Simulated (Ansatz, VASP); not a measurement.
# CdS: VASP beside Ansatz

```
Cd S
1.0
     4.26117    0.00000    0.00000
    -2.13058    3.69028    0.00000
     0.00000    0.00000    5.80417
Cd S
1 1
Direct
  0.00000 0.00000 0.44269
  0.66667 0.33333 0.43431
```

Alike in both runs: task single point; functional PBE-based screened hybrid; k mesh 4 × 4 × 3; occupations fermi-dirac, width 0.05 eV; no spin polarisation.

|  | VASP | Ansatz |
| --- | --- | --- |
| version | VASP 6.6.1 | Ansatz 0.2.0 |
| potentials or method | VASP PAW PBE potentials, release 64 (Cd, S) | Ansatz PAW |
| plane-wave cutoff (eV) | 520 | 420 |
| valence electrons in the cell | 18 | 26 |

|  | VASP | Ansatz | Ansatz less VASP |
| --- | --- | --- | --- |
| gap on the k mesh at the Fermi level (eV) | 2.65 | 2.65 | -0.005 |
| least direct gap on the mesh (eV) | 2.66 | 2.65 | -0.005 |
| pressure (GPa) | -0.6 | -0.8 | -0.15 |
| traceless stress, the component that is largest in VASP (GPa) | 0.62 | 0.77 | +0.150 |
| rms of the force components (eV/Å) | 0.009 | 0.011 | +0.0015 |

VASP's potentials were made for PBE, not for PBE-based screened hybrid. Atom by atom the forces differ by 0.002 eV/Å (rms over components). VASP's potentials hold 18 valence electrons a cell and Ansatz's 26, so a difference there can come from the potentials and not from the codes.

The k mesh is coarse, so the values compare programs but aren't converged. Noted on Ansatz's run: odd divisions of the mesh miss points on the zone boundary, where band edges often lie, so the gap on the mesh can be too wide.
